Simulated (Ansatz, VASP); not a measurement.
ZrSi2: VASP beside Ansatz

```
Zr Si
1.0
     1.85252   -7.39418    0.00000
     1.85252    7.39418    0.00000
     0.00000    0.00000    3.67911
Zr Si
2 4
Direct
  0.89466 0.10534 0.75000
  0.10534 0.89466 0.25000
  0.55310 0.44690 0.75000
  0.44690 0.55310 0.25000
  0.25031 0.74969 0.75000
  0.74969 0.25031 0.25000
```

Alike in both runs: functional PBE; k mesh 10 × 10 × 10; occupations gaussian, width 0.1 eV; no spin polarisation.

Ansatz relaxed the structure, and its values are those at the end. VASP's run is a single point on that final structure, the one shown.

|  | VASP | Ansatz |
| --- | --- | --- |
| version | VASP 6.6.1 | Ansatz 0.2.0 |
| potentials or method | VASP PAW PBE potentials, release 64 (Zr_sv, Si), cutoff 520 eV | scalar-relativistic, plane waves, PAW |
| valence electrons in the cell | 40 | 40 |

Ansatz gave:

| Property | Result |
| --- | --- |
| gap on the k mesh at the Fermi level (eV) | none |
| pressure (GPa) | 0.0 |
| rms of the force components (eV/Å) | 0.001 |

Estimate VASP's values.

gap on the k mesh at the Fermi level (eV): none; pressure (GPa): 0.0; rms of the force components (eV/Å): 0.004.

A gap of «none» marks a metal or a gap that the smearing closes.
